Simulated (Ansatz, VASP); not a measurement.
# Two plane-wave programs on Sb2Se3

```
Sb Se
1.0
     4.47351    0.00000    0.00000
     0.00000    4.47351    0.00000
     0.00000    0.00000    6.58894
Sb Se
2 3
Direct
  0.00000 0.00000 0.72113
  0.50000 0.50000 0.28981
  0.50000 0.00000 0.99346
  0.00000 0.50000 0.99346
  0.00000 0.00000 0.27214
```

Change from the starting cell: species swapped into the Cu3Te2 type (P4mm, No. 99).

Alike in both runs: task relaxation of cell and atoms; functional PBE; k mesh 3 × 3 × 2; occupations gaussian, width 0.15 eV; no spin polarisation.

|  | VASP | Ansatz |
| --- | --- | --- |
| version | VASP 6.6.1 | Ansatz 0.2.0 |
| potentials or method | VASP PAW PBE potentials, release 64 (Sb, Se), cutoff 500 eV | scalar-relativistic, plane waves, PAW |
| valence electrons in the cell | 28 | 78 |

|  | VASP | Ansatz | Ansatz less VASP |
| --- | --- | --- | --- |
| gap on the k mesh at the Fermi level, each at its own relaxed structure (eV) | none | none | - |
| relaxed volume (Å³/atom) | 35.01 | 34.63 | -0.378 |
| relaxed length of the cell vector where the two differ most in proportion (Å) | 5.237 | 5.194 | -0.0438 |

A gap of «none» marks a metal or a gap that the smearing closes. VASP's potentials hold 28 valence electrons a cell and Ansatz's 78, so a difference there can come from the potentials and not from the codes.

The k mesh is coarse, so the values compare programs but aren't converged. Neither program's run includes spin-orbit coupling. Noted on VASP's run: the volume moved by over 15 % at a fixed basis, so the end points are rough.
